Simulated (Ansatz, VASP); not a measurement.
## One calculation of TaN, two programs

INCAR

```
  PREC = Accurate
  ENCUT = 520
  EDIFF = 1E-7
  ISMEAR = -1
  SIGMA = 0.08
  LREAL = False
  LASPH = True
  NELM = 100
  ALGO = Normal
  ISIF = 2
  LWAVE = False
  LCHARG = True
  GGA = PE
  LELF = True
  LVHAR = True
  NBANDS = 15
```

KPOINTS

```
Automatic mesh
0
Gamma
  15 15 15
```

File POSCAR:

```
TaN
1.0
    0.0000000000      2.0502006256      2.0502006256
    2.0502006256      0.0000000000      2.0502006256
    2.0502006256      2.0502006256      0.0000000000
Ta N
1 1
Direct
    0.0000000000      0.0000000000      0.0000000000
    0.5000000000      0.5000000000      0.5000000000
```

Input for Ansatz:

```yaml
crystal:
  lattice:
    - [0.0, 2.0502006256, 2.0502006256]
    - [2.0502006256, 0.0, 2.0502006256]
    - [2.0502006256, 2.0502006256, 0.0]
  atoms:
    - { symbol: Ta, position: [0.0, 0.0, 0.0] }
    - { symbol: "N", position: [0.5, 0.5, 0.5] }
kpoints:
  mp_grid: { grid: [15, 15, 15] }
scf:
  occupations: { method: fermi_dirac, width: 0.08 }
hamiltonian:
  xc: pbe
  pseudopotentials: { kind: all_electron, datasets: crystal }
output:
  forces: true
  stress: true
  eigenvalues: true
```

Change from the starting cell: volume scaled by 0.8, crystal datasets.

Alike in both runs: task single point; functional PBE; k mesh 15 × 15 × 15; occupations fermi-dirac, width 0.08 eV; no spin polarisation.

|  | VASP | Ansatz |
| --- | --- | --- |
| version | VASP 6.6.1 | Ansatz 0.2.0 |
| potentials or method | VASP PAW PBE potentials, release 64 (Ta_pv, N), cutoff 520 eV | all-electron PAW with datasets made for the crystal, scalar-relativistic |

VASP gave:

* pressure (GPa): 122.7

Problem. Estimate Ansatz's values.

Solution. Pressure (GPa): 118.9.

Both programs put the cell under a high pressure, so it lies far from rest at this level. Ansatz ran all-electron here, and VASP with PAW potentials.

Spin-orbit coupling is off throughout. Noted on VASP's run: the cell as given lies far from equilibrium.
